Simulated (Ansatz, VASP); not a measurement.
**Two plane-wave programs on TiAl**

INCAR

```
SYSTEM = TiAl
  ALGO = Fast
  EDIFF = 1E-7
  ENCUT = 520
  GGA = PS
  ISIF = 2
  ISMEAR = 0
  LASPH = .TRUE.
  LCHARG = .FALSE.
  LREAL = .FALSE.
  LWAVE = .FALSE.
  NBANDS = 14
  NELM = 100
  PREC = Accurate
  SIGMA = 0.15
```

Contents of KPOINTS:

```
k-points
0
G
  18 18 10
  0 0 0
```

POSCAR

```
TiAl
1.0
    2.9102711662      0.0000000000      0.0000000000
   -1.4551355831      2.4831219328      0.0000000000
    0.0000000000      0.0000000000      4.6780830000
Ti Al
1 1
Direct
    0.0000000000      0.0000000000      0.0000000000
    0.3333333333      0.6666666667      0.5000000000
```

Input for Ansatz:

```yaml
crystal:
  lattice:
    - [2.9102711662, 0.0, 0.0]
    - [-1.4551355831, 2.4831219328, 0.0]
    - [0.0, 0.0, 4.678083]
  atoms:
    - { symbol: Ti, position: [0.0, 0.0, 0.0] }
    - { symbol: Al, position: [0.3333333333, 0.6666666667, 0.5] }
basis:
  ecutwfc: 420
kpoints:
  mp_grid: { grid: [18, 18, 10] }
hamiltonian:
  xc: pbesol
scf:
  occupations: { method: gaussian, width: 0.15 }
output:
  forces: true
  stress: true
  eigenvalues: true
  write_density: true
  write_potential: true
  elf: true
  volumetric_format: npy
```

Change from the starting cell: strain +0.0150 x Voigt [1, 0, 0, 0, 0, 0], atoms carried along.

Alike in both runs: task single point; functional PBEsol; k mesh 18 × 18 × 10; occupations gaussian, width 0.15 eV; no spin polarisation.

```csv
,VASP,Ansatz
version,VASP 6.6.1,Ansatz 0.2.0
potentials or method,"VASP PAW PBE potentials, release 64 (Ti_sv, Al), cutoff 520 eV","scalar-relativistic, plane waves, PAW"
valence electrons in the cell,15,15
```

|  | VASP | Ansatz | Ansatz less VASP |
| --- | --- | --- | --- |
| gap on the k mesh at the Fermi level (eV) | none | none | - |
| pressure (GPa) | -4.2 | -4.2 | +0.01 |
| traceless stress, the component that is largest in VASP (GPa) | 0.76 | 0.79 | +0.033 |
| rms of the force components (eV/Å) | 0.025 | 0.025 | -0.0002 |

VASP's potentials were made for PBE, not for PBEsol. Atom by atom the forces differ by 0.000 eV/Å (rms over components). A gap of «none» marks a metal or a gap that the smearing closes.
